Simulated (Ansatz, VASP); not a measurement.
**AgCl: VASP beside Ansatz**

```
CELL_PARAMETERS angstrom
1.87091 -5.55660 0.00000
1.87091 5.55660 0.00000
0.00000 0.00000 3.80632
ATOMIC_POSITIONS crystal
Ag 0.39656 0.60344 0.75000
Ag 0.60344 0.39656 0.25000
Cl 0.86545 0.13455 0.25000
Cl 0.13455 0.86545 0.75000
```

Change from the starting cell: zz strain of -3 %.

Alike in both runs: task single point; functional PBEsol; k mesh 9 × 9 × 8; occupations fermi-dirac, width 0.03 eV; no spin polarisation.

|  | VASP | Ansatz |
| --- | --- | --- |
| version | VASP 6.6.1 | Ansatz 0.2.0 |
| potentials or method | VASP PAW PBE potentials, release 64 (Ag, Cl), cutoff 520 eV | all-electron LAPW, scalar-relativistic |

Ansatz gave:

```
pressure (GPa)                                                : -1.1
traceless stress, the component that is largest in VASP (GPa) : -0.07
rms of the force components (eV/Å)                            : 0.016
```

**Question.** Which values does VASP return?

**Answer.** Pressure (GPa): -1.2; traceless stress, the component that is largest in VASP (GPa): -0.09; rms of the force components (eV/Å): 0.015.

VASP's potentials were made for PBE, not for PBEsol. Atom by atom the forces differ by 0.002 eV/Å (rms over components). Ansatz ran all-electron here, and VASP with PAW potentials.
